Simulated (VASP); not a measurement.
# TaN in VASP: a series of runs

TaN is run at these levels: PBEsol, PBE; tasks: single point.

All numbers are computed with VASP 6.6.1; they aren't measurements. Logs are shortened: lines on timing, memory, paths and dates and some standing lists are left out, and cuts for length are marked.

**1. The cell of the first run**

The typed cell holds 2 atoms: a = 3.127 Å, b = 3.127 Å, c = 3.127 Å, α = 60.00°, β = 60.00°, γ = 60.00°.

**2. Single point, PBEsol (atoms moved at random)**

Input file INCAR:

```
SYSTEM = TaN
ALGO = Normal
EDIFF = 1E-6
ENCUT = 520
GGA = PS
ISIF = 2
ISMEAR = -1
LASPH = .TRUE.
LCHARG = .TRUE.
LELF = .TRUE.
LREAL = .FALSE.
LVHAR = .TRUE.
LWAVE = .FALSE.
NBANDS = 15
NELM = 80
PREC = Accurate
SIGMA = 0.05
```

Input file KPOINTS:

```
k-points
0
G
  10 10 10
  0 0 0
```

Input file POSCAR:

```
TaN
1.0
    0.0000000000      2.2113230000      2.2113230000
    2.2113230000      0.0000000000      2.2113230000
    2.2113230000      2.2113230000      0.0000000000
Ta N
1 1
Direct
    0.5135260000      0.4842130000      0.5289790000
   -0.0129020000     -0.0147020000      0.0156950000
```

Potentials or basis: VASP PAW PBE potentials, release 64 (Ta_pv, N).

Command:

```
> cat potpaw_PBE.64/Ta_pv/POTCAR potpaw_PBE.64/N/POTCAR > POTCAR
> mpirun -np 1 vasp_std > vasp.out
```

OUTCAR:

```text
SYSTEM = TaN
   EDIFF = 1E-6
   ENCUT = 520
   GGA = PS
   ISIF = 2
   ISMEAR = -1
   LASPH = .TRUE.
   LREAL = .FALSE.
   NELM = 80
   PREC = Accurate

 ion  position               nearest neighbor table
   1  0.514  0.484  0.529-   2 2.12   2 2.16   2 2.19   2 2.24   2 2.27   2 2.30
   2  0.987  0.985  0.016-   1 2.12   1 2.16   1 2.19   1 2.24   1 2.27   1 2.30

  LATTYP: Found a face centered cubic cell.
 ALAT       =     4.4226460000

  Lattice vectors:

 A1 = (   0.0000000000,   2.2113230000,   2.2113230000)
 A2 = (   2.2113230000,   0.0000000000,   2.2113230000)
 A3 = (   2.2113230000,   2.2113230000,   0.0000000000)

Analysis of symmetry for initial positions (statically):
=====================================================================
 Subroutine PRICEL returns:
 Original cell was already a primitive cell.

 Routine SETGRP: Setting up the symmetry group for a
 face centered cubic supercell.

 Subroutine GETGRP returns: Found  1 space group operations
 (whereof  1 operations were pure point group operations)
 out of a pool of 48 trial point group operations.

The static configuration has the point symmetry C_1 .

Analysis of symmetry for dynamics (positions and initial velocities):
=====================================================================
 Subroutine PRICEL returns:
 Original cell was already a primitive cell.

 Routine SETGRP: Setting up the symmetry group for a
 face centered cubic supercell.

 Subroutine GETGRP returns: Found  1 space group operations
 (whereof  1 operations were pure point group operations)
 out of a pool of 48 trial point group operations.

The dynamic configuration has the point symmetry C_1 .

 Subroutine INISYM returns: Found  1 space group operations
 (whereof  1 operations are pure point group operations),
 and found     1 'primitive' translations

----------------------------------------------------------------------------------------

                                     Primitive cell

  volume of cell :      21.6265

  direct lattice vectors                    reciprocal lattice vectors
     0.000000000  2.211323000  2.211323000    -0.226108985  0.226108985  0.226108985
     2.211323000  0.000000000  2.211323000     0.226108985 -0.226108985  0.226108985
     2.211323000  2.211323000  0.000000000     0.226108985  0.226108985 -0.226108985

  length of vectors
     3.127282977  3.127282977  3.127282977     0.391632251  0.391632251  0.391632251

  position of ions in fractional coordinates (direct lattice)
     0.513526000  0.484213000  0.528979000
     0.987098000  0.985298000  0.015695000

  ion indices of the primitive-cell ions
   primitive index   ion index
                 1           1
                 2           2

----------------------------------------------------------------------------------------

 KPOINTS: k-points

Automatic generation of k-mesh.
 Grid dimensions read from file:
 generate k-points for:   10   10   10

 Generating k-lattice:

  Cartesian coordinates                     Fractional coordinates (reciprocal lattice)
    -0.022610899  0.022610899  0.022610899     0.100000000  0.000000000  0.000000000
     0.022610899 -0.022610899  0.022610899     0.000000000  0.100000000  0.000000000
     0.022610899  0.022610899 -0.022610899     0.000000000  0.000000000  0.100000000

  Length of vectors
     0.039163225  0.039163225  0.039163225

  Shift w.r.t. Gamma in fractional coordinates (k-lattice)
     0.000000000  0.000000000  0.000000000

 Subroutine IBZKPT returns following result:
 ===========================================

 Found    504 irreducible k-points:

 Following reciprocal coordinates:
            Coordinates               Weight
  0.000000  0.000000  0.000000      1.000000
  0.100000  0.000000  0.000000      2.000000
  0.000000  0.100000  0.000000      2.000000
  0.000000  0.000000  0.100000      2.000000
  0.100000  0.100000  0.100000      2.000000
  0.200000  0.000000  0.000000      2.000000
[... 16 lines left out ...]
  0.000000  0.100000  0.100000      2.000000
  0.100000  0.000000  0.100000      2.000000
 [... further k-points ...]
   k-points           NKPTS =    504   k-points in BZ     NKDIM =    504   number of bands    NBANDS=     15
   number of dos      NEDOS =    301   number of ions     NIONS =      2
   total plane-waves  NPLWV =  13824
   dimension x,y,z NGX =    24 NGY =   24 NGZ =   24
   dimension x,y,z NGXF=    48 NGYF=   48 NGZF=   48
   ions per type =               1   1
   NGX,Y,Z   is equivalent  to a cutoff of  12.76, 12.76, 12.76 a.u.
   NGXF,Y,Z  is equivalent  to a cutoff of  25.52, 25.52, 25.52 a.u.
 SYSTEM =  TaN
   PREC   = accura    normal or accurate (medium, high low for compatibility)
   ISTART =      0    job   : 0-new  1-cont  2-samecut
   ICHARG =      2    charge: 1-file 2-atom 10-const
   ISPIN  =      1    spin polarized calculation?
   LNONCOLLINEAR =      F non collinear calculations
   LSORBIT =      F    spin-orbit coupling
   LASPH  =      T    aspherical Exc in radial PAW
   ENCUT  =  520.0 eV  38.22 Ry    6.18 a.u.   5.81  5.81  5.81*2*pi/ulx,y,z
   NELM   =     80;   NELMIN=  2; NELMDL= -5     # of ELM steps
   EDIFF  = 0.1E-05   stopping-criterion for ELM
   LREAL  =      F    real-space projection
   EDIFFG = 0.1E-04   stopping-criterion for IOM
   NSW    =      0    number of steps for IOM
   IBRION =     -1    ionic relax: 0-MD 1-quasi-New 2-CG
   NFREE  =      0    steps in history (QN), initial steepest desc. (CG)
   ISIF   =      2    stress and relaxation
   ISYM   =      2    0-nonsym 1-usesym 2-fastsym
   POTIM  = 0.5000    time-step for ionic-motion
   TEBEG  =    0.0;   TEEND  =   0.0 temperature during run
   PSTRESS=    0.0 pullay stress
   NELECT =      16.0000    total number of electrons
   NUPDOWN=      -1.0000    fix difference up-down
   EMIN   =  10.00;   EMAX   =-10.00  energy-range for DOS
   EFERMI =   0.00;   METHOD = LEGACY
   ISMEAR =    -1;   SIGMA  =   0.05  broadening in eV -4-tet -1-fermi 0-gaus
   EFERMI_NEDOS =   21; number of points for ismear=-14 and -15
   IALGO  =     38    algorithm
   IMIX   =      4    mixing-type and parameters
     AMIX     =   0.40;   BMIX     =  1.00
     AMIX_MAG =   1.60;   BMIX_MAG =  1.00
  volume/ion in A,a.u.               =      10.81        72.97
  Fermi-wavevector in a.u.,A,eV,Ry     =   1.480651  2.798024 29.828417  2.192327
  Thomas-Fermi vector in A             =   2.594659
   LORBIT       =      0    0 simple, 1 ext, 2 COOP (PROOUT), +10 PAW based schemes
   GGA     = PS    functional components
   LHFCALC =     F    Hartree Fock is set to
   AEXX    =    0.0000 exact exchange contribution
   IVDW    =     0    specifies the selected vdW correction
   LEPSILON=     F    determine dielectric tensor
   LRPA    =     F    only Hartree local field effects (RPA)
 non-spin polarized calculation
  energy-cutoff  :      520.00
  volume of cell :       21.63
 maximum number of plane-waves:       592
   NGX = 11   NGY = 11   NGZ = 11

 number of electron      15.9999999 magnetization

 Free energy of the ion-electron system (eV)
  ---------------------------------------------------
  ext. energy  EPLUGINS =         0.00000000
  ---------------------------------------------------
  free energy    TOTEN  =       -23.16845494 eV

  energy without entropy =      -23.16273894  energy(sigma->0) =      -23.16559694

 E-fermi :   9.1961     XC(G=0): -13.4911

 val. band max:        9.1939378563   @ k =   0.3000   0.5000  -0.3000
 cond. band min:       9.1988195752   @ k =  -0.4000  -0.2000  -0.2000
 fundamental gap:      0.0048817190
 Fermi energy:         9.1961213250

 k-point     1 :       0.0000    0.0000    0.0000
  band No.  band energies     occupation
      1     -26.5531      2.00000
      2     -26.5454      2.00000
      3     -26.5419      2.00000
      4      -9.4769      2.00000
      5       5.1064      2.00000
      6       5.1688      2.00000
      7       5.2261      2.00000
      8       7.1173      2.00000
      9       7.3442      2.00000
     10       7.4922      2.00000
     11       9.3087      0.19043
     12       9.4869      0.00594
     13      10.5547      0.00000
     14      18.5196      0.00000
     15      21.5202      0.00000

 k-point     2 :       0.1000    0.0000    0.0000
  band No.  band energies     occupation
      1     -26.6298      2.00000
      2     -26.5597      2.00000
      3     -26.5494      2.00000
      4      -9.2428      2.00000
      5       4.0368      2.00000
      6       4.5734      2.00000
      7       4.7519      2.00000
      8       7.3901      2.00000
      9       7.4921      2.00000
     10       7.7320      2.00000
     11      10.2503      0.00000
     12      10.3569      0.00000
     13      11.2835      0.00000
     14      19.2395      0.00000
     15      21.5195      0.00000

 k-point     3 :       0.0000    0.1000    0.0000
  band No.  band energies     occupation
      1     -26.6335      2.00000
      2     -26.5532      2.00000
      3     -26.5527      2.00000
      4      -9.2420      2.00000
      5       3.9853      2.00000
      6       4.5735      2.00000
      7       4.8657      2.00000
      8       7.2711      2.00000
      9       7.5161      2.00000
     10       7.7299      2.00000
     11      10.2379      0.00000
     12      10.4042      0.00000
     13      11.2822      0.00000
     14      19.2379      0.00000
     15      21.5195      0.00000
[... 343 lines left out ...]
 k-point    23 :       0.0000    0.1000    0.1000
  band No.  band energies     occupation
      1     -26.6219      2.00000
      2     -26.5789      2.00000
      3     -26.5702      2.00000
      4      -9.1775      2.00000
      5       3.5123      2.00000
      6       4.7544      2.00000
      7       4.8449      2.00000
      8       6.8172      2.00000
      9       7.9739      2.00000
     10       8.1617      2.00000
     11       9.6802      0.00012
     12      10.3243      0.00000
     13      12.1515      0.00000
     14      19.4747      0.00000
     15      21.5195      0.00000

 k-point    24 :       0.1000    0.0000    0.1000
  band No.  band energies     occupation
      1     -26.6308      2.00000
      2     -26.5722      2.00000
      3     -26.5684      2.00000
      4      -9.1754      2.00000
      5       3.5291      2.00000
      6       4.7564      2.00000
      7       4.8016      2.00000
      8       6.7052      2.00000
      9       8.1685      2.00000
     10       8.2675      2.00000
     11       9.5043      0.00420
     12      10.3036      0.00000
     13      12.1894      0.00000
     14      19.4753      0.00000
     15      21.5194      0.00000

 [... further k-points ...]

------------------------ aborting loop because EDIFF is reached ----------------------------------------

  FORCE on cell =-STRESS in cart. coord.  units (eV):
  Direction    XX          YY          ZZ          XY          YZ          ZX
  --------------------------------------------------------------------------------------
  -------------------------------------------------------------------------------------
  Total       -1.2479735     -0.9012613     -1.1251609     -0.0227561     -0.0385351     -0.0097293
  in kB      -92.4547890    -66.7689841    -83.3563444     -1.6858599     -2.8548349     -0.7207873
  external PRESSURE =     -80.8600392 kB  Pullay stress =       0.0000000 kB

 VOLUME and BASIS-vectors are now :
 -----------------------------------------------------------------------------
  energy-cutoff  :      520.00
  volume of cell :       21.63
      direct lattice vectors                 reciprocal lattice vectors
     0.000000000  2.211323000  2.211323000    -0.226108985  0.226108985  0.226108985
     2.211323000  0.000000000  2.211323000     0.226108985 -0.226108985  0.226108985
     2.211323000  2.211323000  0.000000000     0.226108985  0.226108985 -0.226108985

 POSITION                                       TOTAL-FORCE (eV/Angst)
 -----------------------------------------------------------------------------------
      2.24049      2.30532      2.20632        -0.195434     -0.636804     -0.415841
      2.21352      2.21750      4.36160         0.195434      0.636804      0.415841
 -----------------------------------------------------------------------------------
    total drift:                               -0.000071     -0.000040     -0.000174

  FREE ENERGIE OF THE ION-ELECTRON SYSTEM (eV)
  ---------------------------------------------------
  free  energy   TOTEN  =       -23.1684549353 eV

  energy  without entropy=      -23.1627389449  energy(sigma->0) =      -23.16559694
```

Run time: 41 s. Hardware: 1 thread of Intel Xeon 6975P-C (Granite Rapids), shared host; peak memory 0.27 GiB.

Results:

```yaml
Free_energy: -23.1685 eV
Pressure: -8.1 GPa
Largest_force: 0.785 eV/Å
Band_gap_on_the_k_mesh: zero (band 8 reaches 11.02 eV, above the bottom of band 9 at 7.34 eV)
```

Forces in eV/Å, atoms in the order of the input:
```
Ta  -0.195 -0.637 -0.416
N    0.195  0.637  0.416
```

Stress tensor (GPa, compression positive):
```
-9.25 -0.17 -0.07
-0.17 -6.68 -0.29
-0.07 -0.29 -8.34
```

Levels at points of the mesh, in eV from the Fermi level:
```tsv
k point	band 4	band 5	band 6	band 7	band 8	band 9	band 10	band 11	band 12	band 13
(0.00, 0.00, 0.00)	-18.67	-4.09	-4.03	-3.97	-2.08	-1.85	-1.70	0.11	0.29	1.36
(0.50, 0.00, 0.00)	-15.72	-10.25	-7.48	-7.44	1.78	1.81	1.98	3.68	7.28	7.42
(0.00, 0.50, 0.00)	-15.71	-10.26	-7.45	-7.40	1.76	1.82	1.94	3.58	7.18	7.44
(0.00, 0.00, 0.50)	-15.72	-10.26	-7.46	-7.41	1.78	1.79	1.96	3.61	7.21	7.43
(0.50, 0.50, 0.50)	-15.74	-10.24	-7.50	-7.49	1.82	1.86	1.94	3.80	7.31	7.46
(0.50, 0.50, 0.00)	-17.39	-6.60	-5.80	-4.62	-4.15	2.10	3.45	3.46	4.29	6.38
(0.00, 0.50, 0.50)	-17.39	-6.61	-5.87	-4.64	-4.05	2.11	3.45	3.46	4.29	6.49
(0.50, 0.00, 0.50)	-17.39	-6.59	-5.61	-4.61	-4.35	2.07	3.45	3.45	4.26	6.21
```

Caveat: the cell differs from its parent crystal (atoms moved at random); the PAW data sets were made with another functional, which shifts forces and pressure a little; spin-orbit coupling is left out, which moves the levels of the heavy elements.

(Part 1 of 2 ends here.)
